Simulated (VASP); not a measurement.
A run of VASP 6.6.1 is set up as follows.

The input INCAR:

```
SYSTEM = P
ALGO = Normal
EDIFF = 1E-6
EDIFFG = -0.04
ENCUT = 600
GGA = PE
IBRION = 2
ISIF = 3
ISMEAR = 0
LASPH = .True.
LCHARG = .False.
LREAL = .False.
LWAVE = .False.
NELM = 100
NSW = 90
PREC = Accurate
SIGMA = 0.1
```

KPOINTS

```
k-points
0
Gamma
  4 4 4
  0 0 0
```

POSCAR

```
P
1.0
    4.8279678941     -4.2924736644      0.0000000000
    4.8279678941      4.2924736644      0.0000000000
   -0.0237225834      0.0000000000      5.5806204931
P
8
Direct
    0.8432458700      0.8432458700      0.2510223000
    0.1567541300      0.1567541300      0.7489777000
    0.7149768200      0.7149768200      0.5719842900
    0.2850231800      0.2850231800      0.4280157100
    0.5203388600      0.7744872900      0.2534856300
    0.2255127100      0.4796611400      0.7465143700
    0.4796611400      0.2255127100      0.7465143700
    0.7744872900      0.5203388600      0.2534856300
```

Potentials or basis: VASP PAW PBE potentials, release 64 (P).

Run with:

```sh
$ cat potpaw_PBE.64/P/POTCAR > POTCAR
$ mpirun -np 1 vasp_std > vasp.out
```

(1) Predict the band gap on the k mesh.

(2) Estimate the space group after relaxing (to 0.05 Å).

## Answers

(1) 3.52 eV, indirect (least direct gap 3.59 eV).

(2) C2/m (No. 12).
